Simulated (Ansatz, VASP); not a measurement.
One calculation of ZrB, two programs

Contents of INCAR:

```
PREC = Accurate ; ENCUT = 520
EDIFF = 1E-6 ; ISMEAR = 0
SIGMA = 0.15 ; LREAL = F
LASPH = T ; NELM = 60
ALGO = Normal ; ISIF = 2
LWAVE = F ; LCHARG = F
GGA = PS ; NBANDS = 14
```

Contents of KPOINTS:

```
regular mesh
0
Gamma
  18 18 18
```

The input POSCAR:

```
ZrB
1.0
   -0.0232500000      2.3250000000      2.3250000000
    2.3017500000      0.0000000000      2.3017500000
    2.3250000000      2.3250000000     -0.0232500000
Zr B
1 1
Direct
    0.0000000000      0.0000000000      0.0000000000
    0.5000000000      0.5000000000      0.5000000000
```

Input for Ansatz:

```yaml
crystal:
  lattice:
    - [-0.02325, 2.325, 2.325]
    - [2.30175, 0.0, 2.30175]
    - [2.325, 2.325, -0.02325]
  atoms:
    - { symbol: Zr, position: [0.0, 0.0, 0.0] }
    - { symbol: B, position: [0.5, 0.5, 0.5] }
basis:
  ecutwfc: 420
kpoints:
  mp_grid: { grid: [18, 18, 18] }
hamiltonian:
  xc: pbesol
scf:
  occupations: { method: gaussian, width: 0.15 }
output:
  forces: true
  stress: true
  eigenvalues: true
```

Change from the starting cell: strain -0.0200 x Voigt [0, 0, 0, 0, 1, 0], atoms carried along.

Alike in both runs: task single point; functional PBEsol; k mesh 18 × 18 × 18; occupations gaussian, width 0.15 eV; no spin polarisation.

|  | VASP | Ansatz |
| --- | --- | --- |
| version | VASP 6.6.1 | Ansatz 0.2.0 |
| potentials or method | VASP PAW PBE potentials, release 64 (Zr_sv, B), cutoff 520 eV | scalar-relativistic, plane waves, PAW |
| valence electrons in the cell | 15 | 15 |

|  | VASP | Ansatz | Ansatz less VASP |
| --- | --- | --- | --- |
| gap on the k mesh at the Fermi level (eV) | none | none | - |
| pressure (GPa) | 29.7 | 29.4 | -0.31 |
| traceless stress, the component that is largest in VASP (GPa) | 1.15 | 1.15 | +0.004 |

VASP's potentials were made for PBE, not for PBEsol. A gap of «none» marks a metal or a gap that the smearing closes. Both programs put the cell under a high pressure, so it lies far from rest at this level.
